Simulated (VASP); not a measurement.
A run of VASP 6.6.1:

INCAR

```
PREC = Accurate
ENCUT = 520
EDIFF = 1E-6
ISMEAR = 0
SIGMA = 0.1
LREAL = False
LASPH = True
NELM = 150
ALGO = Normal
ISIF = 2
LWAVE = False
LCHARG = False
ISPIN = 2
MAGMOM = -1 -1 0 0
LORBIT = 11
LMAXMIX = 4
GGA = PE
NBANDS = 29
```

File KPOINTS:

```
regular mesh
0
Gamma
  6 6 4
```

File POSCAR:

```
CuO
1.0
    1.9909679900     -2.1535499100      0.0000000000
    1.9909679900      2.1535499100      0.0000000000
    0.0000000000      0.0000000000      5.1559281300
Cu O
2 2
Direct
    0.0000000000      0.5000000000      0.5000000000
    0.5000000000      0.0000000000      0.0000000000
    0.5000000000      0.5000000000      0.7500000000
    0.5000000000      0.5000000000      0.2500000000
```

Potentials or basis: VASP PAW PBE potentials, release 64 (Cu, O).

Run with:

```sh
$ cat potpaw_PBE.64/Cu/POTCAR potpaw_PBE.64/O/POTCAR > POTCAR
$ mpirun -np 1 vasp_std > vasp.out
```

Hardware: 1 thread of Intel(R) Xeon(R) Platinum 8488C (Sapphire Rapids), on a shared host.

Problem. Estimate the wall time of this run.

Solution. Run time: 70 s on 1 thread of Intel(R) Xeon(R) Platinum 8488C (Sapphire Rapids), on a shared host, peak memory 0.22 GiB. Counts: scf iterations 14, k points 39.
